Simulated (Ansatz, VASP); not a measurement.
**Ti2VC3: VASP beside Ansatz**

INCAR

```
  ALGO = Normal
  DIPOL = 0.5 0.5 0.500
  EDIFF = 1E-6
  ENCUT = 520
  GGA = PE
  IDIPOL = 3
  ISIF = 2
  ISMEAR = -1
  LASPH = True
  LCHARG = True
  LDIPOL = True
  LELF = True
  LREAL = False
  LVACPOTAV = True
  LVHAR = True
  LWAVE = False
  NBANDS = 34
  NELM = 80
  PREC = Accurate
  SIGMA = 0.05
```

File KPOINTS:

```
k-points
0
Gamma
  13 13 1
```

File POSCAR:

```
Ti2VC3
1.0
    3.0637012665      0.0000000000      0.0000000000
    0.0000000000      3.0637012665      0.0000000000
    0.0000000000      0.0000000000     20.3327000000
V C Ti
1 3 2
Direct
    0.2500000000      0.2500000000      0.3973128661
    0.7500000000      0.7500000000      0.3923184609
    0.2500000000      0.2500000000      0.5000000003
    0.7500000000      0.7500000000      0.6076815387
    0.7500000000      0.7500000000      0.5000000003
    0.2500000000      0.2500000000      0.6026871337
```

Input for Ansatz:

```yaml
crystal:
  lattice:
    - [3.0637012665, 0.0, 0.0]
    - [0.0, 3.0637012665, 0.0]
    - [0.0, 0.0, 20.3327]
  atoms:
    - { symbol: V, position: [0.25, 0.25, 0.3973128661] }
    - { symbol: C, position: [0.75, 0.75, 0.3923184609] }
    - { symbol: Ti, position: [0.75, 0.75, 0.5000000003] }
    - { symbol: C, position: [0.25, 0.25, 0.5000000003] }
    - { symbol: Ti, position: [0.25, 0.25, 0.6026871337] }
    - { symbol: C, position: [0.75, 0.75, 0.6076815387] }
kpoints:
  mp_grid: { grid: [13, 13, 1] }
scf:
  occupations: { method: fermi_dirac, width: 0.05 }
hamiltonian:
  xc: pbe
  pseudopotentials: { kind: paw }
output:
  forces: true
  stress: true
  eigenvalues: true
efield:
  axis: 3
  amplitude: 0
  dipole_correction: true
```

Alike in both runs: task single point; functional PBE; k mesh 13 × 13 × 1; occupations fermi-dirac, width 0.05 eV; no spin polarisation.

|  | VASP | Ansatz |
| --- | --- | --- |
| version | VASP 6.6.1 | Ansatz 0.2.0 |
| potentials or method | VASP PAW PBE potentials, release 64 (V_sv, C, Ti_sv) | PAW with Ansatz's default frozen-core files, scalar-relativistic |
| plane-wave cutoff (eV) | 520 | 420 |
| valence electrons in the cell | 49 | 49 |

|  | VASP | Ansatz | Ansatz less VASP |
| --- | --- | --- | --- |
| rms of the force components (eV/Å) | 0.501 | 0.506 | +0.0055 |
